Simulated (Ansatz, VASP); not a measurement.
## One calculation of Ga, two programs

```
Ga
1.0
    -1.26405    1.26405    1.26405
     1.26405   -1.26405    1.26405
     1.26405    1.26405   -1.26405
Ga
1
Direct
  0.00000 0.00000 0.00000
```

Change from the starting cell: volume scaled by 0.421, to set the pressure.

Alike in both runs: task single point; functional PBE; k mesh 21 × 21 × 21; occupations fermi-dirac, width 0.05 eV; no spin polarisation.

|  | VASP | Ansatz |
| --- | --- | --- |
| version | VASP 6.6.1 | Ansatz 0.2.0 |
| potentials or method | VASP PAW PBE potentials, release 64 (Ga_d) | PAW with Ansatz's default frozen-core files, scalar-relativistic |
| plane-wave cutoff (eV) | 500 | 420 |
| valence electrons in the cell | 13 | 13 |

```tsv
	VASP	Ansatz	Ansatz less VASP
pressure (GPa)	335.2	331.5	-3.68
```

Both programs put the cell under a high pressure, so it lies far from rest at this level.

Noted on VASP's run: the cell as given lies far from equilibrium.
